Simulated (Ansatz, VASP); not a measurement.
# K in VASP and in Ansatz

```
K
1.0
     0.00000    4.77576    4.77576
     4.77576    0.00000    4.77576
     4.77576    4.77576    0.00000
K
2
Direct
  0.12500 0.12500 0.12500
  0.87500 0.87500 0.87500
```

Alike in both runs: task single point; functional PBEsol; k mesh 7 × 7 × 7; occupations fermi-dirac, width 0.1 eV; no spin polarisation.

|  | VASP | Ansatz |
| --- | --- | --- |
| version | VASP 6.6.1 | Ansatz 0.2.0 |
| potentials or method | VASP PAW PBE potentials, release 64 (K_sv), cutoff 520 eV | plane waves (420 eV) with PAW, scalar-relativistic |
| valence electrons in the cell | 18 | 18 |

VASP gave:

- pressure (GPa): -0.1

Question: Estimate Ansatz's values.

Answer: Pressure (GPa): 0.0.

VASP's potentials were made for PBE, not for PBEsol, and Ansatz warns of the same on its side.
